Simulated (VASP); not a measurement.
# Ta (Im-3m) in VASP: a series of runs

Runs on Ta. Level: r2SCAN. Tasks: relaxation of cell and atoms, single point.

All numbers are computed with VASP 6.6.1; they aren't measurements. Logs are shortened: lines on timing, memory, paths and dates and some standing lists are left out, and cuts for length are marked.

**1. The cell of the first run**

It takes space group Im-3m (No. 229, cubic). Conventional cell: a = 3.303 Å, b = 3.303 Å, c = 3.303 Å, α = 90.00°, β = 90.00°, γ = 90.00°. Ta (site symmetry m-3m) has 14 Ta at 2.86 to 3.30 Å within 3.8 Å.

**2. Relaxation of cell and atoms, r2SCAN, target pressure 50.2 GPa, at which the enthalpy is minimised**

File POSCAR:

```
Ta
1.0
   -1.6512800000      1.6512800000      1.6512800000
    1.6512800000     -1.6512800000      1.6512800000
    1.6512800000      1.6512800000     -1.6512800000
Ta
1
Direct
    0.0000000000      0.0000000000      0.0000000000
```

File INCAR.step1:

```
SYSTEM = Ta
ALGO = Normal ; EDIFF = 1E-4
ENCUT = 600 ; GGA = PE
ISMEAR = 0 ; LASPH = .True.
LCHARG = .False. ; LREAL = .False.
LWAVE = .True. ; NELM = 100
PREC = Accurate ; SIGMA = 0.1
```

File INCAR.step2:

```
SYSTEM = Ta
ALGO = Normal ; EDIFF = 1E-6
EDIFFG = -0.05 ; ENCUT = 600
IBRION = 2 ; ISIF = 3
ISMEAR = 0 ; ISTART = 1
LASPH = .True. ; LCHARG = .False.
LMIXTAU = .True. ; LREAL = .False.
LWAVE = .False. ; METAGGA = R2SCAN
NELM = 100 ; NSW = 80
PREC = Accurate ; PSTRESS = 502.0
SIGMA = 0.1
```

File KPOINTS:

```
k-points
0
Gamma
  8 8 8
  0 0 0
```

Potentials or basis: VASP PAW PBE potentials, release 64 (Ta_pv).

Launch:

```
$ cat potpaw_PBE.64/Ta_pv/POTCAR > POTCAR
$ cp INCAR.step1 INCAR
$ mpirun -np 1 vasp_std > vasp.out
$ cp INCAR.step2 INCAR
$ mpirun -np 1 vasp_std > vasp.out
```

OUTCAR:

```text
SYSTEM = Ta
   EDIFF = 1E-6
   EDIFFG = -0.05
   ENCUT = 600
   IBRION = 2
   ISIF = 3
   ISMEAR = 0
   ISTART = 1
   LASPH = .True.
   LREAL = .False.
   METAGGA = R2SCAN
   NELM = 100
   NSW = 80
   PREC = Accurate
   PSTRESS = 502.0

 ion  position               nearest neighbor table
   1  0.000  0.000  0.000-

  LATTYP: Found a body centered cubic cell.
 ALAT       =     3.3025600000

  Lattice vectors:

 A1 = (  -1.6512800000,   1.6512800000,   1.6512800000)
 A2 = (   1.6512800000,  -1.6512800000,   1.6512800000)
 A3 = (   1.6512800000,   1.6512800000,  -1.6512800000)

Analysis of symmetry for initial positions (statically):
=====================================================================
 Subroutine PRICEL returns:
 Original cell was already a primitive cell.

 Routine SETGRP: Setting up the symmetry group for a
 body centered cubic supercell.

 Subroutine GETGRP returns: Found 48 space group operations
 (whereof 48 operations were pure point group operations)
 out of a pool of 48 trial point group operations.

The static configuration has the point symmetry O_h .

Analysis of symmetry for dynamics (positions and initial velocities):
=====================================================================
 Subroutine PRICEL returns:
 Original cell was already a primitive cell.

 Routine SETGRP: Setting up the symmetry group for a
 body centered cubic supercell.

 Subroutine GETGRP returns: Found 48 space group operations
 (whereof 48 operations were pure point group operations)
 out of a pool of 48 trial point group operations.

The dynamic configuration has the point symmetry O_h .

 Subroutine INISYM returns: Found 48 space group operations
 (whereof 48 operations are pure point group operations),
 and found     1 'primitive' translations

----------------------------------------------------------------------------------------

                                     Primitive cell

  volume of cell :      18.0104

  direct lattice vectors                    reciprocal lattice vectors
    -1.651280000  1.651280000  1.651280000     0.000000000  0.302795407  0.302795407
     1.651280000 -1.651280000  1.651280000     0.302795407  0.000000000  0.302795407
     1.651280000  1.651280000 -1.651280000     0.302795407  0.302795407  0.000000000

  length of vectors
     2.860100858  2.860100858  2.860100858     0.428217371  0.428217371  0.428217371

  position of ions in fractional coordinates (direct lattice)
     0.000000000  0.000000000  0.000000000

  ion indices of the primitive-cell ions
   primitive index   ion index
                 1           1

----------------------------------------------------------------------------------------

 KPOINTS: k-points

Automatic generation of k-mesh.
 Grid dimensions read from file:
 generate k-points for:    8    8    8

 Generating k-lattice:

  Cartesian coordinates                     Fractional coordinates (reciprocal lattice)
     0.000000000  0.037849426  0.037849426     0.125000000  0.000000000  0.000000000
     0.037849426  0.000000000  0.037849426     0.000000000  0.125000000  0.000000000
     0.037849426  0.037849426  0.000000000     0.000000000  0.000000000  0.125000000

  Length of vectors
     0.053527171  0.053527171  0.053527171

  Shift w.r.t. Gamma in fractional coordinates (k-lattice)
     0.000000000  0.000000000  0.000000000

 Subroutine IBZKPT returns following result:
 ===========================================

 Found     29 irreducible k-points:

 Following reciprocal coordinates:
            Coordinates               Weight
  0.000000  0.000000  0.000000      1.000000
  0.125000  0.000000  0.000000     12.000000
  0.250000  0.000000  0.000000     12.000000
  0.375000  0.000000  0.000000     12.000000
  0.500000  0.000000  0.000000      6.000000
  0.125000  0.125000  0.000000     24.000000
[... 16 lines left out ...]
 -0.250000  0.250000  0.250000      6.000000
 -0.375000  0.375000  0.250000     24.000000
 [... further k-points ...]
   k-points           NKPTS =     29   k-points in BZ     NKDIM =     29   number of bands    NBANDS=      9
   number of dos      NEDOS =    301   number of ions     NIONS =      1
   total plane-waves  NPLWV =  13824
   dimension x,y,z NGX =    24 NGY =   24 NGZ =   24
   dimension x,y,z NGXF=    48 NGYF=   48 NGZF=   48
   ions per type =               1
   NGX,Y,Z   is equivalent  to a cutoff of  13.95, 13.95, 13.95 a.u.
   NGXF,Y,Z  is equivalent  to a cutoff of  27.90, 27.90, 27.90 a.u.
 SYSTEM =  Ta
   PREC   = accura    normal or accurate (medium, high low for compatibility)
   ISTART =      1    job   : 0-new  1-cont  2-samecut
   ICHARG =      0    charge: 1-file 2-atom 10-const
   ISPIN  =      1    spin polarized calculation?
   LNONCOLLINEAR =      F non collinear calculations
   LSORBIT =      F    spin-orbit coupling
   LASPH  =      T    aspherical Exc in radial PAW
   ENCUT  =  600.0 eV  44.10 Ry    6.64 a.u.   5.71  5.71  5.71*2*pi/ulx,y,z
   NELM   =    100;   NELMIN=  2; NELMDL=  0     # of ELM steps
   EDIFF  = 0.1E-05   stopping-criterion for ELM
   LREAL  =      F    real-space projection
   EDIFFG = -.5E-01   stopping-criterion for IOM
   NSW    =     80    number of steps for IOM
   IBRION =      2    ionic relax: 0-MD 1-quasi-New 2-CG
   NFREE  =      1    steps in history (QN), initial steepest desc. (CG)
   ISIF   =      3    stress and relaxation
   ISYM   =      2    0-nonsym 1-usesym 2-fastsym
   POTIM  = 0.5000    time-step for ionic-motion
   TEBEG  =    0.0;   TEEND  =   0.0 temperature during run
   PSTRESS=  502.0 pullay stress
   NELECT =      11.0000    total number of electrons
   NUPDOWN=      -1.0000    fix difference up-down
   EMIN   =  10.00;   EMAX   =-10.00  energy-range for DOS
   EFERMI =   0.00;   METHOD = LEGACY
   ISMEAR =     0;   SIGMA  =   0.10  broadening in eV -4-tet -1-fermi 0-gaus
   EFERMI_NEDOS =   21; number of points for ismear=-14 and -15
   IALGO  =     38    algorithm
   IMIX   =      4    mixing-type and parameters
     AMIX     =   0.40;   BMIX     =  1.00
     AMIX_MAG =   1.60;   BMIX_MAG =  1.00
  volume/ion in A,a.u.               =      18.01       121.54
  Fermi-wavevector in a.u.,A,eV,Ry     =   1.388988  2.624806 26.249534  1.929286
  Thomas-Fermi vector in A             =   2.513061
   LORBIT       =      0    0 simple, 1 ext, 2 COOP (PROOUT), +10 PAW based schemes
   METAGGA = R2SCAN    functional components
   LHFCALC =     F    Hartree Fock is set to
   AEXX    =    0.0000 exact exchange contribution
   IVDW    =     0    specifies the selected vdW correction
   LEPSILON=     F    determine dielectric tensor
   LRPA    =     F    only Hartree local field effects (RPA)
 conjugate gradient relaxation of ions
 non-spin polarized calculation
 Gauss-broadening in eV      SIGMA  =   0.10
  energy-cutoff  :      600.00
  volume of cell :       18.01
 maximum number of plane-waves:       614
   NGX = 11   NGY = 11   NGZ = 11

--------------------------------------- Ionic step        1  -------------------------------------------

 number of electron      11.0000002 magnetization

 Free energy of the ion-electron system (eV)
  ---------------------------------------------------
  ext. energy  EPLUGINS =         0.00000000
  ---------------------------------------------------
  free energy    TOTEN  =       -48.59552910 eV

  energy without entropy =      -48.59089034  energy(sigma->0) =      -48.59320972

------------------------ aborting loop because EDIFF is reached ----------------------------------------

  FORCE on cell =-STRESS in cart. coord.  units (eV):
  Direction    XX          YY          ZZ          XY          YZ          ZX
  --------------------------------------------------------------------------------------
  -------------------------------------------------------------------------------------
  Total       -0.1647318     -0.1647318     -0.1647318      0.0000000     -0.0000000     -0.0000000
  in kB      -14.6543264    -14.6543264    -14.6543264      0.0000000     -0.0000000     -0.0000000
  external PRESSURE =    -516.6543264 kB  Pullay stress =     502.0000000 kB

 VOLUME and BASIS-vectors are now :
 -----------------------------------------------------------------------------
  energy-cutoff  :      600.00
  volume of cell :       18.01
      direct lattice vectors                 reciprocal lattice vectors
    -1.651280000  1.651280000  1.651280000     0.000000000  0.302795407  0.302795407
     1.651280000 -1.651280000  1.651280000     0.302795407  0.000000000  0.302795407
     1.651280000  1.651280000 -1.651280000     0.302795407  0.302795407  0.000000000
[... 7 lines left out ...]
  FREE ENERGIE OF THE ION-ELECTRON SYSTEM (eV)
  ---------------------------------------------------
  free  energy   TOTEN  =       -48.5955290965 eV

  energy  without entropy=      -48.5908903383  energy(sigma->0) =      -48.59320972

  enthalpy is  TOTEN    =       -42.9524610321 eV   P V=        5.6430680644

--------------------------------------- Ionic step        2  -------------------------------------------

 number of electron      11.0000000 magnetization

 E-fermi :  19.2202     XC(G=0): -20.5973

 val. band max:       19.2053604060   @ k =  -0.2500   0.3750   0.1250
 cond. band min:      19.5460567431   @ k =  -0.2500   0.2500   0.2500
 fundamental gap:      0.3406963371
 Fermi energy:        19.2202399837

 k-point     1 :       0.0000    0.0000    0.0000
  band No.  band energies     occupation
      1     -12.7052      2.00000
      2     -12.7052      2.00000
      3     -12.7052      2.00000
      4      11.0998      2.00000
      5      15.4346      2.00000
      6      15.4346      2.00000
      7      15.4346      2.00000
      8      23.6308      0.00000
      9      23.6308      0.00000

 k-point     2 :       0.1250    0.0000    0.0000
  band No.  band energies     occupation
      1     -15.7897      2.00000
      2     -13.6021      2.00000
      3     -12.8127      2.00000
      4      12.4114      2.00000
      5      13.8539      2.00000
      6      16.3980      2.00000
      7      18.1035      2.00000
      8      21.6884      0.00000
      9      23.5300      0.00000
[... 366 lines left out ...]
  FREE ENERGIE OF THE ION-ELECTRON SYSTEM (eV)
  ---------------------------------------------------
  free  energy   TOTEN  =       -48.3292985071 eV

  energy  without entropy=      -48.3260649418  energy(sigma->0) =      -48.32768172

  enthalpy is  TOTEN    =       -43.4715433879 eV   P V=        4.8577551192

--------------------------------------- Ionic step        5  -------------------------------------------

 number of electron      10.9999999 magnetization

 Free energy of the ion-electron system (eV)
  ---------------------------------------------------
  ext. energy  EPLUGINS =         0.00000000
  ---------------------------------------------------
  free energy    TOTEN  =       -48.22234686 eV

  energy without entropy =      -48.21862342  energy(sigma->0) =      -48.22048514

 E-fermi :   6.6802     XC(G=0): -14.8222

 val. band max:        6.6314796702   @ k =   0.2500   0.0000   0.0000
 cond. band min:       6.7084143617   @ k =  -0.2500   0.2500   0.1250
 fundamental gap:      0.0769346915
 Fermi energy:         6.6801832107

 k-point     1 :       0.0000    0.0000    0.0000
  band No.  band energies     occupation
      1     -26.6708      2.00000
      2     -26.6708      2.00000
      3     -26.6708      2.00000
      4      -2.1130      2.00000
      5       7.6180      0.00000
      6       7.6180      0.00000
      7       7.6180      0.00000
      8      11.7463      0.00000
      9      11.7463      0.00000

 k-point     2 :       0.1250    0.0000    0.0000
  band No.  band energies     occupation
      1     -27.0216      2.00000
      2     -26.7725      2.00000
      3     -26.6745      2.00000
      4      -1.2370      2.00000
      5       7.0483      0.00000
      6       7.3675      0.00000
      7       8.4995      0.00000
      8      11.0057      0.00000
      9      11.7454      0.00000
[... 286 lines left out ...]
 POSITION                                       TOTAL-FORCE (eV/Angst)
 -----------------------------------------------------------------------------------
      0.00000      0.00000      0.00000        -0.000000     -0.000000      0.000000
 -----------------------------------------------------------------------------------
    total drift:                               -0.000000      0.000000      0.000000

  FREE ENERGIE OF THE ION-ELECTRON SYSTEM (eV)
  ---------------------------------------------------
  free  energy   TOTEN  =       -48.2223468613 eV

  energy  without entropy=      -48.2186234187  energy(sigma->0) =      -48.22048514

  enthalpy is  TOTEN    =       -43.4824407575 eV   P V=        4.7399061038

 reached required accuracy - stopping structural energy minimisation
```

Wall time 95 s (1 thread of AMD EPYC 7R13 (Zen 3), shared host); peak memory 0.14 GiB.

What came out:

```yaml
Free_energy: -48.2223 eV
Relaxed_volume: 15.13 Å³/atom
Relaxed_cell: a = 2.699 Å, b = 2.699 Å, c = 2.699 Å, α = 109.47°, β = 109.47°, γ = 109.47°
Space_group_after_relaxing_to_0.1_Å: Im-3m (No. 229)
Energy_change_on_relaxing_the_run_minimises_the_enthalpy: +373.2 meV/atom
Ionic_steps: 5
Pressure_after_relaxing: 50.4 GPa
Band_gap_on_the_k_mesh: zero (an odd number of electrons rules out a gap without spin polarisation)
```

Step by step:
```csv
step,energy change (eV),largest force (eV/Å),pressure (GPa),volume (Å³)
1,0.0000,0.0000,-1.47,18.01
2,21.2789,0.0000,1428.90,6.72
3,0.1905,0.0000,33.41,15.83
4,0.2662,0.0000,40.90,15.50
5,0.3732,0.0000,50.40,15.13
```

Final structure:
```
CELL_PARAMETERS angstrom
-1.55802 1.55802 1.55802
1.55802 -1.55802 1.55802
1.55802 1.55802 -1.55802
ATOMIC_POSITIONS crystal
Ta 0.00000 0.00000 0.00000
```

Levels at points of the mesh, in eV from the Fermi level:
```tsv
k point	band 3	band 4	band 5	band 6	band 7	band 8
(0.00, 0.00, 0.00)	-33.35	-8.79	0.94	0.94	0.94	5.07
(0.50, 0.00, 0.00)	-33.38	-5.31	-2.05	2.69	5.11	6.38
(0.50, 0.50, 0.50)	-34.79	-5.05	-5.05	8.79	8.79	8.79
```

Caveat: the cell is relaxed towards a set pressure, so the run minimises the enthalpy, not the energy; the volume moved by over 15 % at a fixed basis, so the end points are rough; the PAW data sets were made with another functional, which shifts forces and pressure a little; spin-orbit coupling is left out, which moves the levels of the heavy elements.

**3. Single point, r2SCAN**

This run uses another cell than the first one, of 16.54 Å³/atom.

File POSCAR:

```
Ta
1.0
   -1.6049562402      1.6049562402      1.6049562402
    1.6049562402     -1.6049562402      1.6049562402
    1.6049562402      1.6049562402     -1.6049562402
Ta
1
Direct
    0.0000000000      0.0000000000      0.0000000000
```

File INCAR.step1:

```
ALGO     = Normal         # electronic algorithm
EDIFF    = 1E-4           # SCF threshold, eV
ENCUT    = 520            # plane-wave cutoff, eV
GGA      = PE             # functional
ISMEAR   = -1             # smearing method
LASPH    = True           # aspherical terms in the spheres
LCHARG   = False          # write CHGCAR
LREAL    = False          # projectors in reciprocal space
LWAVE    = True           # write WAVECAR
NBANDS   = 12             # bands
NELM     = 100            # most SCF steps
PREC     = Accurate       # precision mode
SIGMA    = 0.1            # smearing width, eV
```

File INCAR.step2:

```
ALGO     = Normal         # electronic algorithm
EDIFF    = 1E-7           # SCF threshold, eV
ENCUT    = 520            # plane-wave cutoff, eV
ISIF     = 2              # what is computed and relaxed
ISMEAR   = -1             # smearing method
ISTART   = 1            
LASPH    = True           # aspherical terms in the spheres
LCHARG   = False          # write CHGCAR
LMIXTAU  = True         
LREAL    = False          # projectors in reciprocal space
LWAVE    = False          # write WAVECAR
METAGGA  = R2SCAN         # meta-GGA
NBANDS   = 12             # bands
NELM     = 100            # most SCF steps
PREC     = Accurate       # precision mode
SIGMA    = 0.1            # smearing width, eV
```

File KPOINTS:

```
k-points
0
Gamma
  18 18 18
```

Potentials or basis: VASP PAW PBE potentials, release 64 (Ta_pv).

Launch:

```
$ cat potpaw_PBE.64/Ta_pv/POTCAR > POTCAR
$ cp INCAR.step1 INCAR
$ mpirun -np 1 vasp_std > vasp.out
$ cp INCAR.step2 INCAR
$ mpirun -np 1 vasp_std > vasp.out
```

Run time: 2.4 min. Hardware: 1 thread of AMD EPYC 7R13 (Zen 3), shared host; peak memory 0.14 GiB.

Results (log left out):

```
Free energy            : -48.4998 eV
Pressure               : 21.8 GPa
Band gap on the k mesh : zero (an odd number of electrons rules out a gap without spin polarisation)
```

Levels at points of the mesh, in eV from the Fermi level:
```csv
k point,band 1,band 2,band 3,band 4,band 5,band 6,band 7,band 8,band 9,band 10
"(0.00, 0.00, 0.00)",-33.87,-33.87,-33.87,-8.66,0.82,0.82,0.82,4.62,4.62,12.52
"(0.50, 0.00, 0.00)",-35.49,-34.38,-33.88,-4.98,-1.86,1.93,4.57,5.73,8.96,12.51
"(0.50, 0.50, 0.50)",-34.98,-34.98,-34.98,-4.53,-4.53,7.84,7.84,7.84,9.88,9.88
```

Caveat: the cell stands under pressure; the PAW data sets were made with another functional, which shifts forces and pressure a little; spin-orbit coupling is left out, which moves the levels of the heavy elements.

**4. Single point, r2SCAN**

This run uses another cell than the first one, of 16.54 Å³/atom.

POSCAR is that of step 3.

File INCAR.step1:

```
SYSTEM = Ta
ALGO     = Normal         ! electronic algorithm
EDIFF    = 1E-4           ! SCF threshold, eV
ENCUT    = 520            ! plane-wave cutoff, eV
GGA      = PE             ! functional
ISMEAR   = -1             ! smearing method
LASPH    = .TRUE.         ! aspherical terms in the spheres
LCHARG   = .FALSE.        ! write CHGCAR
LREAL    = .FALSE.        ! projectors in reciprocal space
LWAVE    = .TRUE.         ! write WAVECAR
NBANDS   = 12             ! bands
NELM     = 60             ! most SCF steps
PREC     = Accurate       ! precision mode
SIGMA    = 0.1            ! smearing width, eV
```

File INCAR.step2:

```
SYSTEM = Ta
ALGO     = Normal         ! electronic algorithm
EDIFF    = 1E-7           ! SCF threshold, eV
ENCUT    = 520            ! plane-wave cutoff, eV
ISIF     = 2              ! what is computed and relaxed
ISMEAR   = -1             ! smearing method
ISTART   = 1            
LASPH    = .TRUE.         ! aspherical terms in the spheres
LCHARG   = .FALSE.        ! write CHGCAR
LMIXTAU  = .TRUE.       
LREAL    = .FALSE.        ! projectors in reciprocal space
LWAVE    = .FALSE.        ! write WAVECAR
METAGGA  = R2SCAN         ! meta-GGA
NBANDS   = 12             ! bands
NELM     = 60             ! most SCF steps
PREC     = Accurate       ! precision mode
SIGMA    = 0.1            ! smearing width, eV
```

File KPOINTS:

```
k-points
0
G
  18 18 18
  0 0 0
```

Launch:

```
$ cat potpaw_PBE.64/Ta_pv/POTCAR > POTCAR
$ cp INCAR.step1 INCAR
$ mpirun -np 1 vasp_std > vasp.out
$ cp INCAR.step2 INCAR
$ mpirun -np 1 vasp_std > vasp.out
```

Run time: 2.4 min. Hardware: 1 thread of AMD EPYC 7R13 (Zen 3), shared host; peak memory 0.14 GiB.

It converged, with:

| Quantity | Value |
| --- | --- |
| Free energy | -48.4998 eV |
| Pressure | 21.8 GPa |
| Band gap on the k mesh | zero (an odd number of electrons rules out a gap without spin polarisation) |

Levels at points of the mesh, in eV from the Fermi level:
| k point | band 3 | band 4 | band 5 | band 6 | band 7 | band 8 |
| --- | --- | --- | --- | --- | --- | --- |
| (0.00, 0.00, 0.00) | -33.87 | -8.66 | 0.82 | 0.82 | 0.82 | 4.62 |
| (0.50, 0.00, 0.00) | -33.88 | -4.98 | -1.86 | 1.93 | 4.57 | 5.73 |
| (0.50, 0.50, 0.50) | -34.98 | -4.53 | -4.53 | 7.84 | 7.84 | 7.84 |

Caveat: the cell stands under pressure; the PAW data sets were made with another functional, which shifts forces and pressure a little; spin-orbit coupling is left out, which moves the levels of the heavy elements.

(Continued in part 2 of 2.)

The gap in the log of VASP goes by the Fermi energy; the results here count the filled bands.